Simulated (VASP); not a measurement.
# W (Pm-3m) in VASP: notebook, part 3 of 3

VASP 6.6.1.

## Step 5: Single point, RPBE (volume scaled by 1.04)

The input, INCAR:

```
PREC = Accurate
ENCUT = 520
EDIFF = 1E-7
ISMEAR = -1
SIGMA = 0.1
LREAL = F
LASPH = T
NELM = 100
ALGO = Normal
ISIF = 2
LWAVE = F
LCHARG = F
GGA = RP
NBANDS = 13
```

The input, KPOINTS:

```
Automatic mesh
0
Gamma
  13 13 13
```

The input, POSCAR:

```
W
1.0
    2.6849539458      0.0000000000      0.0000000000
    0.0000000000      2.6849539458      0.0000000000
    0.0000000000      0.0000000000      2.6849539458
W
1
Direct
    0.0000000000      0.0000000000      0.0000000000
```

Potentials or basis: VASP PAW PBE potentials, release 64 (W_sv).

Command:

```console
$ cat potpaw_PBE.64/W_sv/POTCAR > POTCAR
$ mpirun -np 1 vasp_std > vasp.out
```

OUTCAR:

```text
PREC = Accurate
   ENCUT = 520
   EDIFF = 1E-7
   ISMEAR = -1
   LREAL = F
   LASPH = T
   NELM = 100
   ISIF = 2
   GGA = RP

 ion  position               nearest neighbor table
   1  0.000  0.000  0.000-

  LATTYP: Found a simple cubic cell.
 ALAT       =     2.6849539458

  Lattice vectors:

 A1 = (   2.6849539458,   0.0000000000,   0.0000000000)
 A2 = (   0.0000000000,   2.6849539458,   0.0000000000)
 A3 = (   0.0000000000,   0.0000000000,   2.6849539458)

[... 560 lines left out ...]
     12      21.6101      0.00000
     13      25.1856      0.00000

 [... further k-points ...]

------------------------ aborting loop because EDIFF is reached ----------------------------------------

  FORCE on cell =-STRESS in cart. coord.  units (eV):
  Direction    XX          YY          ZZ          XY          YZ          ZX
  --------------------------------------------------------------------------------------
  -------------------------------------------------------------------------------------
  Total       -0.9039484     -0.9039484     -0.9039484      0.0000000      0.0000000     -0.0000000
  in kB      -74.8244754    -74.8244754    -74.8244754      0.0000000      0.0000000     -0.0000000
  external PRESSURE =     -74.8244754 kB  Pullay stress =       0.0000000 kB

 VOLUME and BASIS-vectors are now :
 -----------------------------------------------------------------------------
  energy-cutoff  :      520.00
  volume of cell :       19.36
      direct lattice vectors                 reciprocal lattice vectors
     2.684953946  0.000000000  0.000000000     0.372445867  0.000000000  0.000000000
     0.000000000  2.684953946  0.000000000     0.000000000  0.372445867  0.000000000
     0.000000000  0.000000000  2.684953946     0.000000000  0.000000000  0.372445867

 POSITION                                       TOTAL-FORCE (eV/Angst)
 -----------------------------------------------------------------------------------
      0.00000      0.00000      0.00000         0.000000      0.000000      0.000000
 -----------------------------------------------------------------------------------
    total drift:                               -0.000000      0.000000      0.000000

  FREE ENERGIE OF THE ION-ELECTRON SYSTEM (eV)
  ---------------------------------------------------
  free  energy   TOTEN  =       -10.9682901129 eV

  energy  without entropy=      -10.9373490987  energy(sigma->0) =      -10.95281961
```

stdout:

```text
POSCAR found type information on POSCAR W
 POSCAR found :  1 types and       1 ions
 scaLAPACK will be used
 -----------------------------------------------------------------------------
|                                                                             |
|                                                                             |
|     You enforced a specific xc type in the INCAR file but a different       |
|     I HOPE YOU KNOW WHAT YOU ARE DOING!                                     |
|                                                                             |
 -----------------------------------------------------------------------------

 LDA part: xc-table for (Slater+PW92), standard interpolation
 POSCAR, INCAR and KPOINTS ok, starting setup
 FFT: planning ... GRIDC
 FFT: planning ... GRID_SOFT
 FFT: planning ... GRID
 WAVECAR not read
 entering main loop
```

Wall time 8 s (1 thread of Intel Xeon 6975P-C, shared host); peak memory 0.14 GiB.

What came out:

```yaml
Free_energy: -10.9683 eV
Pressure: -7.5 GPa
Band_gap_on_the_k_mesh: zero (band 7 reaches 10.51 eV, above the bottom of band 8 at 8.13 eV)
```

Levels at points of the mesh, in eV from the Fermi level:
| k point | band 4 | band 5 | band 6 | band 7 | band 8 | band 9 | band 10 | band 11 |
| --- | --- | --- | --- | --- | --- | --- | --- | --- |
| (0.00, 0.00, 0.00) | -37.90 | -8.31 | -4.08 | -4.08 | 4.33 | 4.33 | 4.33 | 14.14 |

Caveat: the PAW data sets were made with another functional, which shifts forces and pressure a little; spin-orbit coupling is left out, which moves the levels of the heavy elements.

## Step 6: Single point, RPBE (volume scaled by 1.08)

The input, INCAR:

```
PREC = Accurate
ENCUT = 520
EDIFF = 1E-6
ISMEAR = -1
SIGMA = 0.1
LREAL = False
LASPH = True
NELM = 60
ALGO = Normal
ISIF = 2
LWAVE = False
LCHARG = False
GGA = RP
NBANDS = 13
```

The input, KPOINTS:

```
regular mesh
0
Gamma
  13 13 13
```

The input, POSCAR:

```
W
1.0
    2.7189443130      0.0000000000      0.0000000000
    0.0000000000      2.7189443130      0.0000000000
    0.0000000000      0.0000000000      2.7189443130
W
1
Direct
    0.0000000000      0.0000000000      0.0000000000
```

Potentials or basis: VASP PAW PBE potentials, release 64 (W_sv).

Command:

```console
$ cat potpaw_PBE.64/W_sv/POTCAR > POTCAR
$ mpirun -np 1 vasp_std > vasp.out
```

Wall time 7.1 s (1 thread of Intel Xeon 6975P-C, shared host); peak memory 0.14 GiB.

It converged, with:

```
Free energy            : -10.9194 eV
Pressure               : -13.5 GPa
Band gap on the k mesh : zero (band 7 reaches 9.98 eV, above the bottom of band 8 at 7.73 eV)
```

Levels at points of the mesh, in eV from the Fermi level:
```csv
k point,band 3,band 4,band 5,band 6,band 7,band 8,band 9,band 10,band 11,band 12
"(0.00, 0.00, 0.00)",-37.97,-37.97,-8.11,-3.88,-3.88,4.11,4.11,4.11,13.84,13.84
```

Caveat: the PAW data sets were made with another functional, which shifts forces and pressure a little; spin-orbit coupling is left out, which moves the levels of the heavy elements.

## Step 7: Overview

```tsv
cell	k mesh	gap on the mesh (eV)	pressure (GPa)
a = 2.614 Å, 1 atom	13 × 13 × 13	none	9.1
a = 2.650 Å, 1 atom	12 × 12 × 12	none	0.5
a = 2.650 Å, 1 atom	13 × 13 × 13	none	-0.1
a = 2.685 Å, 1 atom	13 × 13 × 13	none	-7.5
a = 2.719 Å, 1 atom	13 × 13 × 13	none	-13.5
```

Alike in all rows: task single point; level RPBE; potentials or basis VASP PAW PBE potentials, release 64 (W_sv); no spin polarisation; cutoff (eV) 520; smearing fermi-dirac 0.1 eV.

Caveats: the PAW data sets were made with another functional, which shifts forces and pressure a little; spin-orbit coupling is left out, which moves the levels of the heavy elements.

Total energies depend on the potentials used, so only differences within one code and one set of settings carry meaning.
